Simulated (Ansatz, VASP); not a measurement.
# One calculation of As, two programs

File POSCAR:

```
As
1.0
    5.0266894974      0.0000000000      0.0000000000
   -2.5133447487      4.3532408017      0.0000000000
    0.0000000000      0.0000000000      2.9094941272
As
3
Direct
    0.0000000000      1.0000000000      0.0000000000
    0.3333333333      0.6666666667      0.5000000000
    0.6666666667      0.3333333333      0.5000000000
```

File INCAR.step1:

```
SYSTEM = As
  ALGO = Normal
  EDIFF = 1E-4
  ENCUT = 520
  GGA = PE
  ISMEAR = -1
  LASPH = .TRUE.
  LCHARG = .FALSE.
  LREAL = .FALSE.
  LWAVE = .TRUE.
  NBANDS = 14
  NELM = 100
  PREC = Accurate
  SIGMA = 0.1
```

Contents of INCAR.step2:

```
SYSTEM = As
  ALGO = Normal
  EDIFF = 1E-7
  ENCUT = 520
  ISIF = 2
  ISMEAR = -1
  ISTART = 1
  LASPH = .TRUE.
  LCHARG = .TRUE.
  LELF = .TRUE.
  LMIXTAU = .TRUE.
  LREAL = .FALSE.
  LVHAR = .TRUE.
  LWAVE = .FALSE.
  METAGGA = R2SCAN
  NBANDS = 14
  NELM = 100
  PREC = Accurate
  SIGMA = 0.1
```

File KPOINTS:

```
k-points
0
G
  9 9 13
  0 0 0
```

Input for Ansatz:

```yaml
crystal:
  lattice:
    - [5.0266894974, 0.0, 0.0]
    - [-2.5133447487, 4.3532408017, 0.0]
    - [0.0, 0.0, 2.9094941272]
  atoms:
    - { symbol: As, position: [0.0, 1.0, 0.0] }
    - { symbol: As, position: [0.3333333333, 0.6666666667, 0.5] }
    - { symbol: As, position: [0.6666666667, 0.3333333333, 0.5] }
hamiltonian:
  xc: r2scan
  pseudopotentials:
    kind: paw
    azcp:
      As: "pseudopotentials/As.paw.azcp"
basis:
  ecutwfc: 500
  fft_grid_basis: typed
kpoints:
  mp_grid: { grid: [9, 9, 13], shift: [0, 0, 0] }
magnetization:
  spin_polarized: false
scf:
  occupations: { method: fermi_dirac, width: 0.1 }
  lower_state_search: "off"
output:
  stress: true
```

Alike in both runs: task single point; functional r2SCAN; k mesh 9 × 9 × 13; occupations fermi-dirac, width 0.1 eV; no spin polarisation.

```csv
,VASP,Ansatz
version,VASP 6.6.1,Ansatz 0.2.0
potentials or method,"VASP PAW PBE potentials, release 64 (As), cutoff 520 eV","plane waves (500 eV) with PAW, scalar-relativistic"
valence electrons in the cell,15,45
```

Ansatz gave:

| Item | Value |
| --- | --- |
| pressure (GPa) | -7.0 |
| traceless stress, the component that is largest in VASP (GPa) | -0.59 |

Q: What did VASP give for the same quantities?

A: Pressure (GPa): -7.2; traceless stress, the component that is largest in VASP (GPa): -0.61.

VASP's potentials were made for PBE, not for r2SCAN. With one functional, cell and mesh, what is left measures potentials, basis and numerics. VASP's potentials hold 15 valence electrons a cell and Ansatz's 45, so a difference there can come from the potentials and not from the codes.
